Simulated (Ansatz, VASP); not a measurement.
## KCl: VASP beside Ansatz

Contents of POSCAR:

```
KCl
1.0
    0.0000000000      3.3099528590      3.1046155534
    3.3099528590      0.0000000000      3.1046155534
    3.3099528590      3.3099528590      0.0000000000
K Cl
1 1
Direct
    0.0000000000      0.0000000000      0.0000000000
    0.5000000000      0.5000000000      0.5000000000
```

Contents of INCAR.step1:

```
ALGO = Normal
EDIFF = 1E-4
ENCUT = 520
GGA = PE
ISMEAR = 0
LASPH = True
LCHARG = False
LREAL = False
LWAVE = True
NBANDS = 15
NELM = 60
PREC = Accurate
SIGMA = 0.01
```

Contents of INCAR.step2:

```
ALGO = Normal
EDIFF = 1E-6
ENCUT = 520
ISIF = 2
ISMEAR = 0
ISTART = 1
LASPH = True
LCHARG = False
LMIXTAU = True
LREAL = False
LWAVE = False
METAGGA = R2SCAN
NBANDS = 15
NELM = 60
PREC = Accurate
SIGMA = 0.01
```

File KPOINTS:

```
k-points
0
Gamma
  8 8 8
```

Input for Ansatz:

```yaml
crystal:
  lattice:
    - [0.0, 3.309952859, 3.1046155534]
    - [3.309952859, 0.0, 3.1046155534]
    - [3.309952859, 3.309952859, 0.0]
  atoms:
    - { symbol: K, position: [0.0, 0.0, 0.0] }
    - { symbol: Cl, position: [0.5, 0.5, 0.5] }
kpoints:
  mp_grid: { grid: [8, 8, 8] }
  band_path:
    path:
      - [0.0, 0.0, 0.0]
      - [0.5, 0.0, 0.5]
      - [0.625, 0.25, 0.625]
      - [0.375, 0.375, 0.75]
      - [0.5, 0.5, 0.5]
      - [0.5, 0.25, 0.75]
    npoints: 1
hamiltonian:
  xc: r2scan
scf:
  occupations: { method: fixed }
  n_extra_bands: 4
output:
  forces: true
  stress: true
  eigenvalues: true
  write_density: true
  write_potential: true
  elf: true
  volumetric_format: npy
```

Change from the starting cell: epitaxial_xy strain +5.2%.

Alike in both runs: task single point; functional r2SCAN; k mesh 8 × 8 × 8; no spin polarisation.

```csv
,VASP,Ansatz
version,VASP 6.6.1,Ansatz 0.2.0
potentials or method,"VASP PAW PBE potentials, release 64 (K_sv, Cl)","plane waves, PAW"
plane-wave cutoff (eV),520,500
occupations,"gaussian, width 0.01 eV",fixed
valence electrons in the cell,16,16
```

```tsv
	VASP	Ansatz	Ansatz less VASP
gap on the k mesh at the Fermi level (eV)	5.50	5.50	-0.003
pressure (GPa)	-1.2	-1.2	+0.04
traceless stress, the component that is largest in VASP (GPa)	1.23	1.21	-0.018
```

VASP's potentials were made for PBE, not for r2SCAN.
